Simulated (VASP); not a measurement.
# Ga (P2_1/m) in VASP: further runs

Ga is run at these levels: LDA; tasks: single point, relaxation of volume and atoms at fixed shape.

Everything below comes from runs of VASP 6.6.1. Logs are shortened: lines on timing, memory, paths and dates and some standing lists are left out, and cuts for length are marked.

### Step 1. The cell of the first run

The structure is monoclinic, space group P2_1/m (No. 11). Conventional cell: a = 2.735 Å, b = 3.230 Å, c = 4.144 Å, α = 90.00°, β = 108.61°, γ = 90.00°. Within 3.5 Å of Ga (site symmetry m) lie 10 Ga at 2.65 to 3.23 Å.

### Step 2. Single point, LDA

Input file INCAR:

```
SYSTEM = Ga
ALGO     = Normal         ! electronic algorithm
EDIFF    = 1E-6           ! SCF threshold, eV
ENCUT    = 520            ! plane-wave cutoff, eV
GGA      = CA             ! functional
ISIF     = 2              ! what is computed and relaxed
ISMEAR   = -1             ! smearing method
LASPH    = .TRUE.         ! aspherical terms in the spheres
LCHARG   = .TRUE.         ! write CHGCAR
LELF     = .TRUE.         ! ELF
LREAL    = .FALSE.        ! projectors in reciprocal space
LVHAR    = .TRUE.       
LWAVE    = .FALSE.        ! write WAVECAR
NBANDS   = 20             ! bands
NELM     = 100            ! most SCF steps
PREC     = Accurate       ! precision mode
SIGMA    = 0.01           ! smearing width, eV
```

Input file KPOINTS:

```
k-points
0
G
  7 6 5
  0 0 0
```

Input file POSCAR:

```
Ga
1.0
    2.7348739651      0.0000000000      0.0000000000
    0.0000000000      3.2301774938      0.0000000000
   -1.3223744901      0.0000000000      3.9277307018
Ga
2
Direct
    0.8687404758      0.2500000000      0.2331003484
    0.1312595242      0.7500000000      0.7668996516
```

Potentials or basis: VASP PAW LDA potentials, release 64 (Ga_d).

Started as:

```bash
$ cat potpaw_LDA.64/Ga_d/POTCAR > POTCAR
$ mpirun -np 1 vasp_std > vasp.out
```

OUTCAR:

```text
SYSTEM = Ga
   EDIFF = 1E-6
   ENCUT = 520
   GGA = CA
   ISIF = 2
   ISMEAR = -1
   LASPH = .TRUE.
   LREAL = .FALSE.
   NELM = 100
   PREC = Accurate

 ion  position               nearest neighbor table
   1  0.869  0.250  0.233-   2 2.65   2 2.65   2 2.78   2 2.78   2 2.81   2 2.81
   2  0.131  0.750  0.767-   1 2.65   1 2.65   1 2.78   1 2.78   1 2.81   1 2.81

  LATTYP: Found a simple monoclinic cell.
 ALAT       =     2.7348739651
 B/A-ratio  =     1.1811065281
 C/A-ratio  =     1.5153761459
 COS(beta)  =    -0.3190778810

  Lattice vectors:

 A1 = (   2.7348739651,   0.0000000000,   0.0000000000)
 A2 = (   0.0000000000,   3.2301774938,   0.0000000000)
 A3 = (  -1.3223744901,   0.0000000000,   3.9277307018)

Analysis of symmetry for initial positions (statically):
=====================================================================
 Subroutine PRICEL returns:
 Original cell was already a primitive cell.

 Routine SETGRP: Setting up the symmetry group for a
 simple monoclinic supercell.

 Subroutine GETGRP returns: Found  4 space group operations
 (whereof  2 operations were pure point group operations)
 out of a pool of  4 trial point group operations.

The static configuration has the point symmetry S_2 .
 The point group associated with its full space group is C_2h.

Analysis of symmetry for dynamics (positions and initial velocities):
=====================================================================
 Subroutine PRICEL returns:
 Original cell was already a primitive cell.

 Routine SETGRP: Setting up the symmetry group for a
 simple monoclinic supercell.

 Subroutine GETGRP returns: Found  4 space group operations
 (whereof  2 operations were pure point group operations)
 out of a pool of  4 trial point group operations.

The dynamic configuration has the point symmetry S_2 .
 The point group associated with its full space group is C_2h.

 Subroutine INISYM returns: Found  4 space group operations
 (whereof  2 operations are pure point group operations),
 and found     1 'primitive' translations

----------------------------------------------------------------------------------------

                                     Primitive cell

  volume of cell :      34.6981

  direct lattice vectors                    reciprocal lattice vectors
     2.734873965  0.000000000  0.000000000     0.365647563  0.000000000  0.123104929
     0.000000000  3.230177494  0.000000000     0.000000000  0.309580511  0.000000000
    -1.322374490  0.000000000  3.927730702     0.000000000  0.000000000  0.254599940

  length of vectors
     2.734873965  3.230177494  4.144362769     0.385814675  0.309580511  0.254599940

  position of ions in fractional coordinates (direct lattice)
     0.868740476  0.250000000  0.233100348
     0.131259524  0.750000000  0.766899652

  ion indices of the primitive-cell ions
   primitive index   ion index
                 1           1
                 2           2

----------------------------------------------------------------------------------------

 KPOINTS: k-points

Automatic generation of k-mesh.
 Grid dimensions read from file:
 generate k-points for:    7    6    5

 Generating k-lattice:

  Cartesian coordinates                     Fractional coordinates (reciprocal lattice)
     0.052235366  0.000000000  0.017586418     0.142857143  0.000000000  0.000000000
     0.000000000  0.051596752  0.000000000     0.000000000  0.166666667  0.000000000
     0.000000000  0.000000000  0.050919988     0.000000000  0.000000000  0.200000000

  Length of vectors
     0.055116382  0.051596752  0.050919988

  Shift w.r.t. Gamma in fractional coordinates (k-lattice)
     0.000000000  0.000000000  0.000000000

 Subroutine IBZKPT returns following result:
 ===========================================

 Found     72 irreducible k-points:

 Following reciprocal coordinates:
            Coordinates               Weight
  0.000000  0.000000  0.000000      1.000000
  0.142857  0.000000 -0.000000      2.000000
  0.285714  0.000000  0.000000      2.000000
  0.428571  0.000000 -0.000000      2.000000
  0.000000  0.166667  0.000000      2.000000
  0.142857  0.166667 -0.000000      4.000000
[... 16 lines left out ...]
 -0.142857  0.000000  0.200000      2.000000
  0.000000  0.166667  0.200000      4.000000
 [... further k-points ...]
   k-points           NKPTS =     72   k-points in BZ     NKDIM =     72   number of bands    NBANDS=     20
   number of dos      NEDOS =    301   number of ions     NIONS =      2
   total plane-waves  NPLWV =  15360
   dimension x,y,z NGX =    20 NGY =   24 NGZ =   32
   dimension x,y,z NGXF=    40 NGYF=   48 NGZF=   64
   ions per type =               2
   NGX,Y,Z   is equivalent  to a cutoff of  12.16, 12.35, 12.84 a.u.
   NGXF,Y,Z  is equivalent  to a cutoff of  24.31, 24.70, 25.67 a.u.
 SYSTEM =  Ga
   PREC   = accura    normal or accurate (medium, high low for compatibility)
   ISTART =      0    job   : 0-new  1-cont  2-samecut
   ICHARG =      2    charge: 1-file 2-atom 10-const
   ISPIN  =      1    spin polarized calculation?
   LNONCOLLINEAR =      F non collinear calculations
   LSORBIT =      F    spin-orbit coupling
   LASPH  =      T    aspherical Exc in radial PAW
   ENCUT  =  520.0 eV  38.22 Ry    6.18 a.u.   5.09  6.01  7.71*2*pi/ulx,y,z
   NELM   =    100;   NELMIN=  2; NELMDL= -5     # of ELM steps
   EDIFF  = 0.1E-05   stopping-criterion for ELM
   LREAL  =      F    real-space projection
   EDIFFG = 0.1E-04   stopping-criterion for IOM
   NSW    =      0    number of steps for IOM
   IBRION =     -1    ionic relax: 0-MD 1-quasi-New 2-CG
   NFREE  =      0    steps in history (QN), initial steepest desc. (CG)
   ISIF   =      2    stress and relaxation
   ISYM   =      2    0-nonsym 1-usesym 2-fastsym
   POTIM  = 0.5000    time-step for ionic-motion
   TEBEG  =    0.0;   TEEND  =   0.0 temperature during run
   PSTRESS=    0.0 pullay stress
   NELECT =      26.0000    total number of electrons
   NUPDOWN=      -1.0000    fix difference up-down
   EMIN   =  10.00;   EMAX   =-10.00  energy-range for DOS
   EFERMI =   0.00;   METHOD = LEGACY
   ISMEAR =    -1;   SIGMA  =   0.01  broadening in eV -4-tet -1-fermi 0-gaus
   EFERMI_NEDOS =   21; number of points for ismear=-14 and -15
   IALGO  =     38    algorithm
   IMIX   =      4    mixing-type and parameters
     AMIX     =   0.40;   BMIX     =  1.00
     AMIX_MAG =   1.60;   BMIX_MAG =  1.00
  volume/ion in A,a.u.               =      17.35       117.08
  Fermi-wavevector in a.u.,A,eV,Ry     =   1.486954  2.809935 30.082912  2.211032
  Thomas-Fermi vector in A             =   2.600175
   LORBIT       =      0    0 simple, 1 ext, 2 COOP (PROOUT), +10 PAW based schemes
   GGA     = CA    functional components
   LHFCALC =     F    Hartree Fock is set to
   AEXX    =    0.0000 exact exchange contribution
   IVDW    =     0    specifies the selected vdW correction
   LEPSILON=     F    determine dielectric tensor
   LRPA    =     F    only Hartree local field effects (RPA)
 non-spin polarized calculation
  energy-cutoff  :      520.00
  volume of cell :       34.70
 maximum number of plane-waves:       948
   NGX = 11   NGY = 13   NGZ = 15

 number of electron      26.0000004 magnetization

 Free energy of the ion-electron system (eV)
  ---------------------------------------------------
  ext. energy  EPLUGINS =         0.00000000
  ---------------------------------------------------
  free energy    TOTEN  =        -7.11917743 eV

  energy without entropy =       -7.11871167  energy(sigma->0) =       -7.11894455

 E-fermi :   6.1749     XC(G=0): -11.7148

 val. band max:        6.1724684388   @ k =  -0.1429   0.1667   0.4000
 cond. band min:       6.1890504345   @ k =   0.2857   0.1667   0.0000
 fundamental gap:      0.0165819957
 Fermi energy:         6.1748997247

 k-point     1 :       0.0000    0.0000    0.0000
  band No.  band energies     occupation
      1      -9.2934      2.00000
      2      -9.2900      2.00000
      3      -9.2196      2.00000
      4      -9.2165      2.00000
      5      -8.9147      2.00000
      6      -8.9092      2.00000
[... 12 lines left out ...]
     19      17.4303      0.00000
     20      19.4622      0.00000

 k-point     2 :       0.1429    0.0000   -0.0000
  band No.  band energies     occupation
      1      -9.2736      2.00000
      2      -9.2631      2.00000
      3      -9.1850      2.00000
      4      -9.1229      2.00000
      5      -8.9491      2.00000
      6      -8.9482      2.00000
[... 12 lines left out ...]
     19      17.9853      0.00000
     20      21.2767      0.00000

 k-point     3 :       0.2857    0.0000    0.0000
  band No.  band energies     occupation
      1      -9.2401      2.00000
      2      -9.2082      2.00000
      3      -9.1064      2.00000
      4      -9.0713      2.00000
      5      -9.0399      2.00000
      6      -8.9257      2.00000
[... 12 lines left out ...]
     19      18.3470      0.00000
     20      20.8316      0.00000

 k-point     4 :       0.4286    0.0000   -0.0000
  band No.  band energies     occupation
      1      -9.2182      2.00000
      2      -9.2055      2.00000
      3      -9.1186      2.00000
      4      -9.1054      2.00000
      5      -9.0890      2.00000
      6      -8.9397      2.00000
[... 12 lines left out ...]
     19      16.7617      0.00000
     20      18.8979      0.00000

 k-point     5 :       0.0000    0.1667    0.0000
  band No.  band energies     occupation
      1      -9.3107      2.00000
      2      -9.2418      2.00000
      3      -9.2177      2.00000
      4      -9.1700      2.00000
      5      -8.9591      2.00000
      6      -8.9574      2.00000
[... 12 lines left out ...]
     19      16.9278      0.00000
     20      19.3973      0.00000
[... 353 lines left out ...]
      6      -8.9886      2.00000
[... 12 lines left out ...]
     19      18.4562      0.00000
     20      18.9083      0.00000

 k-point    22 :      -0.2857    0.0000    0.2000
  band No.  band energies     occupation
      1      -9.2523      2.00000
      2      -9.2142      2.00000
      3      -9.1089      2.00000
      4      -9.0443      2.00000
      5      -9.0164      2.00000
      6      -8.9536      2.00000
[... 12 lines left out ...]
     19      18.9545      0.00000
     20      21.6522      0.00000

 k-point    23 :      -0.1429    0.0000    0.2000
  band No.  band energies     occupation
      1      -9.2579      2.00000
      2      -9.2537      2.00000
      3      -9.2015      2.00000
      4      -9.1029      2.00000
      5      -8.9653      2.00000
      6      -8.9583      2.00000
[... 12 lines left out ...]
     19      17.4516      0.00000
     20      22.3134      0.00000

 k-point    24 :       0.0000    0.1667    0.2000
  band No.  band energies     occupation
      1      -9.3045      2.00000
      2      -9.2377      2.00000
      3      -9.1970      2.00000
      4      -9.1243      2.00000
      5      -8.9936      2.00000
      6      -8.9181      2.00000
[... 12 lines left out ...]
     19      18.6890      0.00000
     20      18.8231      0.00000

 [... further k-points ...]
[... 5 lines left out ...]
  --------------------------------------------------------------------------------------
  -------------------------------------------------------------------------------------
  Total        0.0355269      0.3172910     -0.2693973      0.0000000      0.0000000     -0.2539829
  in kB        1.6404471     14.6508537    -12.4393709      0.0000000      0.0000000    -11.7276128
  external PRESSURE =       1.2839766 kB  Pullay stress =       0.0000000 kB

 VOLUME and BASIS-vectors are now :
 -----------------------------------------------------------------------------
  energy-cutoff  :      520.00
  volume of cell :       34.70
      direct lattice vectors                 reciprocal lattice vectors
     2.734873965  0.000000000  0.000000000     0.365647563  0.000000000  0.123104929
     0.000000000  3.230177494  0.000000000     0.000000000  0.309580511  0.000000000
    -1.322374490  0.000000000  3.927730702     0.000000000  0.000000000  0.254599940

 POSITION                                       TOTAL-FORCE (eV/Angst)
 -----------------------------------------------------------------------------------
      2.06765      0.80754      0.91556        -0.000579      0.000000      0.000860
     -0.65515      2.42263      3.01218         0.000579      0.000000     -0.000860
 -----------------------------------------------------------------------------------
    total drift:                               -0.000000      0.000000      0.000000

  FREE ENERGIE OF THE ION-ELECTRON SYSTEM (eV)
  ---------------------------------------------------
  free  energy   TOTEN  =        -7.1191774318 eV

  energy  without entropy=       -7.1187116737  energy(sigma->0) =       -7.11894455
```

Wall time 51 s (1 thread of AMD EPYC 7R13, shared host); peak memory 0.13 GiB.

Results:

* Free energy: -7.1192 eV
* Pressure: 0.1 GPa
* Band gap on the k mesh: zero (band 13 reaches 9.65 eV, above the bottom of band 14 at 1.95 eV)

Stress tensor (GPa, compression positive):
```
 0.16  0.00 -1.17
 0.00  1.47  0.00
-1.17  0.00 -1.24
```

(Continued in part 2 of 2.)
